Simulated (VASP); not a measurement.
# FePt (P-6m2) in VASP: single point with PBE

Aim: the single point of FePt with PBE.

All numbers are computed with VASP 6.6.1; they aren't measurements. Logs are shortened: lines on timing, memory, paths and dates and some standing lists are left out, and cuts for length are marked.

**1. The cell of the first run**

The structure is hexagonal, space group P-6m2 (No. 187). The conventional cell has a = 2.706 Å, b = 2.706 Å, c = 4.326 Å, α = 90.00°, β = 90.00°, γ = 120.00°. Fe (site symmetry -6m2) has 6 Pt at 2.67 Å and 6 Fe at 2.71 Å within 3.5 Å. Within 3.5 Å of Pt (site symmetry -6m2) lie 6 Fe at 2.67 Å and 6 Pt at 2.71 Å.

**2. Single point, PBE, collinear spin, ferromagnetic start**

File INCAR:

```
ALGO = Normal
EDIFF = 1E-6
ENCUT = 520
GGA = PE
ISIF = 2
ISMEAR = 0
ISPIN = 2
LASPH = T
LCHARG = F
LMAXMIX = 4
LORBIT = 11
LREAL = F
LWAVE = F
MAGMOM = 4 0
NBANDS = 20
NELM = 150
PREC = Accurate
SIGMA = 0.1
```

File KPOINTS:

```
k-points
0
Gamma
  6 6 4
```

File POSCAR:

```
FePt
1.0
    2.7057727400      0.0000000000      0.0000000000
   -1.3528863700      2.3432679300      0.0000000000
    0.0000000000      0.0000000000      4.3264904900
Fe Pt
1 1
Direct
    0.3333333300      0.6666666700      0.0000000000
    0.6666666700      0.3333333300      0.5000000000
```

Potentials or basis: VASP PAW PBE potentials, release 64 (Fe, Pt).

On the command line:

```
$ cat potpaw_PBE.64/Fe/POTCAR potpaw_PBE.64/Pt/POTCAR > POTCAR
$ mpirun -np 1 vasp_std > vasp.out
```

OUTCAR:

```text
EDIFF = 1E-6
   ENCUT = 520
   GGA = PE
   ISIF = 2
   ISMEAR = 0
   ISPIN = 2
   LASPH = T
   LORBIT = 11
   LREAL = F
   NELM = 150
   PREC = Accurate

 ion  position               nearest neighbor table
   1  0.333  0.667  0.000-   2 2.67   2 2.67   2 2.67   2 2.67   2 2.67   2 2.67
   2  0.667  0.333  0.500-   1 2.67   1 2.67   1 2.67   1 2.67   1 2.67   1 2.67

  LATTYP: Found a hexagonal cell.
 ALAT       =     2.7057727400
 C/A-ratio  =     1.5989851720

  Lattice vectors:

 A1 = (   2.7057727400,   0.0000000000,   0.0000000000)
 A2 = (  -1.3528863700,   2.3432679300,   0.0000000000)
 A3 = (   0.0000000000,   0.0000000000,   4.3264904900)

Analysis of symmetry for initial positions (statically):
=====================================================================
 Subroutine PRICEL returns:
 Original cell was already a primitive cell.

 Routine SETGRP: Setting up the symmetry group for a
 hexagonal supercell.

 Subroutine GETGRP returns: Found 12 space group operations
 (whereof 12 operations were pure point group operations)
 out of a pool of 24 trial point group operations.

The static configuration has the point symmetry D_3h.

Analysis of symmetry for dynamics (positions and initial velocities):
=====================================================================
 Subroutine PRICEL returns:
 Original cell was already a primitive cell.

 Routine SETGRP: Setting up the symmetry group for a
 hexagonal supercell.

 Subroutine GETGRP returns: Found 12 space group operations
 (whereof 12 operations were pure point group operations)
 out of a pool of 24 trial point group operations.

The dynamic configuration has the point symmetry D_3h.

Analysis of structural, dynamic, and magnetic symmetry:
=====================================================================
 Subroutine PRICEL returns:
 Original cell was already a primitive cell.

 Routine SETGRP: Setting up the symmetry group for a
 hexagonal supercell.

 Subroutine GETGRP returns: Found 12 space group operations
 (whereof 12 operations were pure point group operations)
 out of a pool of 24 trial point group operations.

The overall configuration has the point symmetry D_3h.

 Subroutine INISYM returns: Found 12 space group operations
 (whereof 12 operations are pure point group operations),
 and found     1 'primitive' translations

----------------------------------------------------------------------------------------

                                     Primitive cell

  volume of cell :      27.4315

  direct lattice vectors                    reciprocal lattice vectors
     2.705772740  0.000000000  0.000000000     0.369580189  0.213377221  0.000000000
    -1.352886370  2.343267930  0.000000000     0.000000000  0.426754443  0.000000000
     0.000000000  0.000000000  4.326490490     0.000000000  0.000000000  0.231134219

  length of vectors
     2.705772740  2.705772740  4.326490490     0.426754443  0.426754443  0.231134219

  position of ions in fractional coordinates (direct lattice)
     0.333333330  0.666666670  0.000000000
     0.666666670  0.333333330  0.500000000

  ion indices of the primitive-cell ions
   primitive index   ion index
                 1           1
                 2           2

----------------------------------------------------------------------------------------

 KPOINTS: k-points

Automatic generation of k-mesh.
 Grid dimensions read from file:
 generate k-points for:    6    6    4

 Generating k-lattice:

  Cartesian coordinates                     Fractional coordinates (reciprocal lattice)
     0.061596698  0.035562870  0.000000000     0.166666667 -0.000000000  0.000000000
     0.000000000  0.071125740  0.000000000     0.000000000  0.166666667  0.000000000
     0.000000000  0.000000000  0.057783555     0.000000000  0.000000000  0.250000000

  Length of vectors
     0.071125740  0.071125740  0.057783555

  Shift w.r.t. Gamma in fractional coordinates (k-lattice)
     0.000000000  0.000000000  0.000000000

 Subroutine IBZKPT returns following result:
 ===========================================

 Found     21 irreducible k-points:

 Following reciprocal coordinates:
            Coordinates               Weight
  0.000000  0.000000  0.000000      1.000000
  0.166667  0.000000  0.000000      6.000000
  0.333333  0.000000  0.000000      6.000000
  0.500000  0.000000  0.000000      3.000000
  0.166667  0.166667  0.000000      6.000000
  0.333333  0.166667  0.000000     12.000000
[... 13 lines left out ...]
  0.333333  0.166667  0.500000     12.000000
  0.333333  0.333333  0.500000      2.000000
   k-points           NKPTS =     21   k-points in BZ     NKDIM =     21   number of bands    NBANDS=     20
   number of dos      NEDOS =    301   number of ions     NIONS =      2
   total plane-waves  NPLWV =  12800
   dimension x,y,z NGX =    20 NGY =   20 NGZ =   32
   dimension x,y,z NGXF=    40 NGYF=   40 NGZF=   64
   ions per type =               1   1
   NGX,Y,Z   is equivalent  to a cutoff of  12.29, 12.29, 12.30 a.u.
   NGXF,Y,Z  is equivalent  to a cutoff of  24.58, 24.58, 24.59 a.u.
 SYSTEM =  unknown system
   PREC   = accura    normal or accurate (medium, high low for compatibility)
   ISTART =      0    job   : 0-new  1-cont  2-samecut
   ICHARG =      2    charge: 1-file 2-atom 10-const
   ISPIN  =      2    spin polarized calculation?
   LNONCOLLINEAR =      F non collinear calculations
   LSORBIT =      F    spin-orbit coupling
   LASPH  =      T    aspherical Exc in radial PAW
   ENCUT  =  520.0 eV  38.22 Ry    6.18 a.u.   5.03  5.03  8.04*2*pi/ulx,y,z
   NELM   =    150;   NELMIN=  2; NELMDL= -5     # of ELM steps
   EDIFF  = 0.1E-05   stopping-criterion for ELM
   LREAL  =      F    real-space projection
   EDIFFG = 0.1E-04   stopping-criterion for IOM
   NSW    =      0    number of steps for IOM
   IBRION =     -1    ionic relax: 0-MD 1-quasi-New 2-CG
   NFREE  =      0    steps in history (QN), initial steepest desc. (CG)
   ISIF   =      2    stress and relaxation
   ISYM   =      2    0-nonsym 1-usesym 2-fastsym
   POTIM  = 0.5000    time-step for ionic-motion
   TEBEG  =    0.0;   TEEND  =   0.0 temperature during run
   PSTRESS=    0.0 pullay stress
   NELECT =      18.0000    total number of electrons
   NUPDOWN=      -1.0000    fix difference up-down
   EMIN   =  10.00;   EMAX   =-10.00  energy-range for DOS
   EFERMI =   0.00;   METHOD = LEGACY
   ISMEAR =     0;   SIGMA  =   0.10  broadening in eV -4-tet -1-fermi 0-gaus
   EFERMI_NEDOS =   21; number of points for ismear=-14 and -15
   IALGO  =     38    algorithm
   IMIX   =      4    mixing-type and parameters
     AMIX     =   0.40;   BMIX     =  1.00
     AMIX_MAG =   1.60;   BMIX_MAG =  1.00
  volume/ion in A,a.u.               =      13.72        92.56
  Fermi-wavevector in a.u.,A,eV,Ry     =   1.422600  2.688323 27.535327  2.023789
  Thomas-Fermi vector in A             =   2.543286
   LORBIT       =     11    0 simple, 1 ext, 2 COOP (PROOUT), +10 PAW based schemes
   GGA     = PE    functional components
   LHFCALC =     F    Hartree Fock is set to
   AEXX    =    0.0000 exact exchange contribution
   IVDW    =     0    specifies the selected vdW correction
   LEPSILON=     F    determine dielectric tensor
   LRPA    =     F    only Hartree local field effects (RPA)
 spin polarized calculation
 Gauss-broadening in eV      SIGMA  =   0.10
  energy-cutoff  :      520.00
  volume of cell :       27.43
 maximum number of plane-waves:       756
 NGX is ok and might be reduce to    20
   NGX =  9   NGY =  9   NGZ = 17

 number of electron      17.9999995 magnetization       3.0927091

 Free energy of the ion-electron system (eV)
  ---------------------------------------------------
  ext. energy  EPLUGINS =         0.00000000
  ---------------------------------------------------
  free energy    TOTEN  =       -14.62086646 eV

  energy without entropy =      -14.61213402  energy(sigma->0) =      -14.61650024

 E-fermi :   8.8487     XC(G=0): -13.0865

 val. band max:        8.6950795866   @ k =   0.3333   0.3333   0.5000
 cond. band min:       8.8513148404   @ k =   0.1667   0.0000   0.0000
 fundamental gap:      0.1562352537
 Fermi energy:         8.8487053994

 spin component 1

 k-point     1 :       0.0000    0.0000    0.0000
  band No.  band energies     occupation
      1      -1.0021      1.00000
      2       2.2145      1.00000
      3       4.8889      1.00000
      4       4.8889      1.00000
      5       5.8145      1.00000
      6       6.3972      1.00000
[... 12 lines left out ...]
     19      32.0006      0.00000
     20      32.0013      0.00000

 k-point     2 :       0.1667    0.0000    0.0000
  band No.  band energies     occupation
      1      -0.0228      1.00000
      2       2.7870      1.00000
      3       4.3221      1.00000
      4       5.2660      1.00000
      5       5.6779      1.00000
      6       6.0524      1.00000
[... 12 lines left out ...]
     19      30.4393      0.00000
     20      32.9641      0.00000

 k-point     3 :       0.3333    0.0000    0.0000
  band No.  band energies     occupation
      1       1.6445      1.00000
      2       3.2052      1.00000
      3       3.5868      1.00000
      4       5.0156      1.00000
      5       5.5341      1.00000
      6       6.0064      1.00000
[... 12 lines left out ...]
     19      28.2439      0.00000
     20      31.3523      0.00000

 k-point     4 :       0.5000    0.0000    0.0000
  band No.  band energies     occupation
      1       1.6475      1.00000
      2       2.9859      1.00000
      3       3.7679      1.00000
      4       5.3031      1.00000
      5       5.8603      1.00000
      6       5.9484      1.00000
[... 357 lines left out ...]
     19      31.6349      0.00000
     20      31.6482      0.00000

 k-point    20 :       0.3333    0.1667    0.5000
  band No.  band energies     occupation
      1       2.7146      1.00000
      2       2.7768      1.00000
      3       4.1366      1.00000
      4       5.1069      1.00000
      5       5.6290      1.00000
      6       5.7541      1.00000
[... 12 lines left out ...]
     19      30.8081      0.00000
     20      31.7219      0.00000

 k-point    21 :       0.3333    0.3333    0.5000
  band No.  band energies     occupation
      1       3.4722      1.00000
      2       3.9325      1.00000
      3       4.2564      1.00000
      4       4.2811      1.00000
      5       4.4614      1.00000
      6       5.9868      1.00000
[... 12 lines left out ...]
     19      29.7251      0.00000
     20      30.6081      0.00000
 Fermi energy:         8.8487053994

 spin component 2

 k-point     1 :       0.0000    0.0000    0.0000
  band No.  band energies     occupation
      1      -0.9049      1.00000
      2       2.5151      1.00000
      3       5.0963      1.00000
      4       5.0963      1.00000
      5       7.2752      1.00000
      6       7.2752      1.00000
[... 12 lines left out ...]
     19      32.2504      0.00000
     20      32.2504      0.00000

 k-point     2 :       0.1667    0.0000    0.0000
  band No.  band energies     occupation
      1       0.0853      1.00000
      2       3.0954      1.00000
      3       4.5802      1.00000
      4       5.5627      1.00000
      5       5.8950      1.00000
      6       6.9544      1.00000
[... 12 lines left out ...]
     19      30.6511      0.00000
     20      33.1999      0.00000

 k-point     3 :       0.3333    0.0000    0.0000
  band No.  band energies     occupation
      1       1.8096      1.00000
      2       3.5469      1.00000
      3       3.9066      1.00000
      4       5.5345      1.00000
      5       6.4032      1.00000
      6       7.8469      1.00000
[... 12 lines left out ...]
     19      28.7669      0.00000
     20      31.6391      0.00000

 k-point     4 :       0.5000    0.0000    0.0000
  band No.  band energies     occupation
      1       1.8370      1.00000
      2       3.3130      1.00000
      3       4.4143      1.00000
      4       6.1587      1.00000
      5       6.6191      1.00000
      6       8.0728      1.00000
[... 360 lines left out ...]
 k-point    20 :       0.3333    0.1667    0.5000
  band No.  band energies     occupation
      1       2.9344      1.00000
      2       3.1019      1.00000
      3       4.9881      1.00000
      4       5.6503      1.00000
      5       5.9126      1.00000
      6       7.4533      1.00000
[... 12 lines left out ...]
     19      31.1220      0.00000
     20      32.0325      0.00000

 k-point    21 :       0.3333    0.3333    0.5000
  band No.  band energies     occupation
      1       3.9284      1.00000
      2       4.1730      1.00000
      3       4.6083      1.00000
      4       4.6389      1.00000
      5       5.2229      1.00000
      6       7.8505      1.00000
[... 12 lines left out ...]
     19      29.8285      0.00000
     20      30.6346      0.00000

------------------------ aborting loop because EDIFF is reached ----------------------------------------

  FORCE on cell =-STRESS in cart. coord.  units (eV):
  Direction    XX          YY          ZZ          XY          YZ          ZX
  --------------------------------------------------------------------------------------
  -------------------------------------------------------------------------------------
  Total        0.6380894      0.6380894      1.1657278     -0.0000000      0.0000000      0.0000000
  in kB       37.2686036     37.2686036     68.0861387     -0.0000000      0.0000000      0.0000000
  external PRESSURE =      47.5411153 kB  Pullay stress =       0.0000000 kB

 VOLUME and BASIS-vectors are now :
 -----------------------------------------------------------------------------
  energy-cutoff  :      520.00
  volume of cell :       27.43
      direct lattice vectors                 reciprocal lattice vectors
     2.705772740  0.000000000  0.000000000     0.369580189  0.213377221  0.000000000
    -1.352886370  2.343267930  0.000000000     0.000000000  0.426754443  0.000000000
     0.000000000  0.000000000  4.326490490     0.000000000  0.000000000  0.231134219

 POSITION                                       TOTAL-FORCE (eV/Angst)
 -----------------------------------------------------------------------------------
     -0.00000      1.56218      0.00000         0.000000     -0.000000      0.000000
      1.35289      0.78109      2.16325        -0.000000      0.000000      0.000000
 -----------------------------------------------------------------------------------
    total drift:                               -0.000002      0.000001     -0.000000

  FREE ENERGIE OF THE ION-ELECTRON SYSTEM (eV)
  ---------------------------------------------------
  free  energy   TOTEN  =       -14.6208664598 eV

  energy  without entropy=      -14.6121340246  energy(sigma->0) =      -14.61650024

 total charge

# of ion       s       p       d       tot
------------------------------------------
    1        0.409   0.434   6.168   7.012
    2        0.715   0.694   8.050   9.459
--------------------------------------------------
tot          1.124   1.128  14.219  16.470

 magnetization (x)

# of ion       s       p       d       tot
------------------------------------------
    1       -0.009  -0.020   2.857   2.828
    2       -0.011  -0.052   0.320   0.257
--------------------------------------------------
tot         -0.020  -0.072   3.178   3.085
```

Wall time 10 s (1 thread of Intel Xeon 6975P-C (Granite Rapids), shared host); peak memory 0.15 GiB.

Results:

* Free energy: -14.6209 eV
* Pressure: 4.8 GPa
* Net moment: 3.09 μB per cell
* Site moments: Fe +2.83; Pt +0.26 μB
* Valence electrons inside the program's atomic spheres: Fe 7.01; Pt 9.46

Caveat: the k points lie up to 0.45 Å⁻¹ apart; spin-orbit coupling is left out, which moves the levels of the heavy elements.
